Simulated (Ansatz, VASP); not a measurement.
# Two plane-wave programs on Cu

The input INCAR:

```
SYSTEM = Cu
ALGO = Normal ; EDIFF = 1E-6
ENCUT = 820 ; GGA = CA
GGA_COMPAT = .FALSE. ; ISIF = 2
ISMEAR = 0 ; LASPH = .TRUE.
LCHARG = .TRUE. ; LELF = .TRUE.
LREAL = .FALSE. ; LVHAR = .TRUE.
LWAVE = .FALSE. ; NBANDS = 16
NELM = 120 ; PREC = Accurate
SIGMA = 0.15
```

The input KPOINTS:

```
k-points
0
G
  24 24 24
  0 0 0
```

POSCAR

```
Cu
1.0
   -1.4368419556      1.4368419556      1.3499539905
    1.4368419556     -1.4368419556      1.3499539905
    1.4368419556      1.4368419556     -1.3499539905
Cu
1
Direct
    0.0000000000      0.0000000000      0.0000000000
```

Input for Ansatz:

```yaml
crystal:
  lattice:
    - [-1.4368419556, 1.4368419556, 1.3499539905]
    - [1.4368419556, -1.4368419556, 1.3499539905]
    - [1.4368419556, 1.4368419556, -1.3499539905]
  atoms:
    - { symbol: Cu, position: [0.0, 0.0, 0.0] }
basis:
  ecutwfc: 520.0
kpoints:
  mp_grid: { grid: [24, 24, 24] }
hamiltonian:
  xc: lda
  pseudopotentials: { kind: paw, azcp: { folder: soft_1 } }
scf:
  occupations: { method: gaussian, width: 0.15 }
output:
  forces: true
  stress: true
  eigenvalues: true
```

Alike in both runs: task single point; functional LDA; k mesh 24 × 24 × 24; occupations gaussian, width 0.15 eV; no spin polarisation.

```csv
,VASP,Ansatz
version,VASP 6.6.1,Ansatz 0.2.0
potentials or method,"VASP PAW LDA potentials, release 64 (Cu_sv_GW), cutoff 820 eV","scalar-relativistic, plane waves, PAW"
valence electrons in the cell,19,19
```

```csv
,VASP,Ansatz,Ansatz less VASP
gap on the k mesh at the Fermi level (eV),none,none,-
pressure (GPa),-4.1,-3.5,+0.54
```

Ansatz warns that its potentials were made for another functional, while VASP's fit it. LDA's correlation is that of Perdew and Zunger in VASP and of Perdew and Wang (1992) in Ansatz. A gap of «none» marks a metal or a gap that the smearing closes.
